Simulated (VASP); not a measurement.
Input of a VASP 6.6.1 run:

Contents of INCAR:

```
SYSTEM = HfO2
ALGO = Normal ; EDIFF = 1E-6
ENCUT = 520 ; GGA = PS
ISIF = 2 ; ISMEAR = 0
LASPH = .True. ; LCHARG = .True.
LELF = .True. ; LREAL = .False.
LVHAR = .True. ; LWAVE = .False.
NBANDS = 31 ; NELM = 100
PREC = Accurate ; SIGMA = 0.05
```

The input KPOINTS:

```
k-points
0
Gamma
  6 6 6
  0 0 0
```

Contents of POSCAR:

```
HfO2
1.0
    0.0000000000     -2.5220673945     -2.5220673945
    0.0000000000      2.5220673945     -2.5220673945
    5.0441347890      0.0000000000      0.0000000000
Hf O
2 4
Direct
    0.0143929540     -0.0143929540      0.0000000000
    0.4856070460      0.5143929540      0.5000000000
   -0.0005725678      0.4994274322      0.7339813955
    0.5005725678      0.0005725678      0.2660186045
   -0.0005725678      0.4994274322      0.2339813955
    0.5005725678      0.0005725678      0.7660186045
```

Potentials or basis: VASP PAW PBE potentials, release 64 (Hf_pv, O).

The run is started by

```bash
$ cat potpaw_PBE.64/Hf_pv/POTCAR potpaw_PBE.64/O/POTCAR > POTCAR
$ mpirun -np 1 vasp_std > vasp.out
```

(1) Estimate the band gap on the k mesh.

(2) What does it give for the largest force?

## Answers

(1) 3.91 eV.

(2) 0.500 eV/Å.

Caveat: the cell differs from its parent crystal (mode 1 frozen in at -0.081 Å and mode 5 at -0.073 Å (largest displacements)); the PAW data sets were made with another functional, which shifts forces and pressure a little; spin-orbit coupling is left out, which moves the levels of the heavy elements.
